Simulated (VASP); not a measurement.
Wanted: the native input for a VASP 6.6.1 run.

| Item | Value |
| --- | --- |
| Task | single point |
| Functional | PBEsol |
| Potentials or basis | VASP PAW PBE potentials, release 64 (Ni, Sb) |
| Cutoff | 520 eV |
| k mesh | 8 × 6 × 10 |
| Occupations | gaussian, width 0.1 eV |
| Spin | no spin polarisation |
| Dipole correction | no |
| Further INCAR settings | ALGO = Normal; EDIFF = 1e-06; NBANDS = 29 |

The structure of NiSb2 lies in POSCAR:

```
NiSb2
1.0
    5.0343640121      0.0000000000      0.0000000000
    0.0000000000      6.1707606647      0.0000000000
    0.0000000000      0.0000000000      3.7467267521
Ni Sb
2 4
Direct
    0.0000000000      0.0000000000      0.0000000000
    0.5000000000      0.5000000000      0.5000000000
    0.2200428785      0.3566789247      0.0000000000
    0.7799571215      0.6433210753      0.0000000000
    0.7200428785      0.1433210753      0.5000000000
    0.2799571215      0.8566789247      0.5000000000
```

The input as run:

INCAR

```
SYSTEM = NiSb2
PREC = Accurate
ENCUT = 520
EDIFF = 1E-6
ISMEAR = 0
SIGMA = 0.1
LREAL = .False.
LASPH = .True.
NELM = 80
ALGO = Normal
ISIF = 2
LWAVE = .False.
LCHARG = .True.
GGA = PS
LELF = .True.
LVHAR = .True.
NBANDS = 29
```

KPOINTS

```
regular mesh
0
Gamma
  8 6 10
  0 0 0
```

Potentials or basis: VASP PAW PBE potentials, release 64 (Ni, Sb).

Launch:

```console
$ cat potpaw_PBE.64/Ni/POTCAR potpaw_PBE.64/Sb/POTCAR > POTCAR
$ mpirun -np 1 vasp_std > vasp.out
```

Results of the run:

```json
{"Pressure": "7.2 GPa", "Largest force": "0.039 eV/Å", "Band gap on the k mesh": "zero (bands 20 and 21 overlap by 1.93 eV)"}
```

Caveat: the cell stands under pressure; the PAW data sets were made with another functional, which shifts forces and pressure a little; spin-orbit coupling is left out, which moves the levels of the heavy elements.

Run time: 3.1 min on 1 thread of AMD EPYC 9R45 96-Core Processor (Zen 5), on a shared host, peak memory 0.43 GiB.
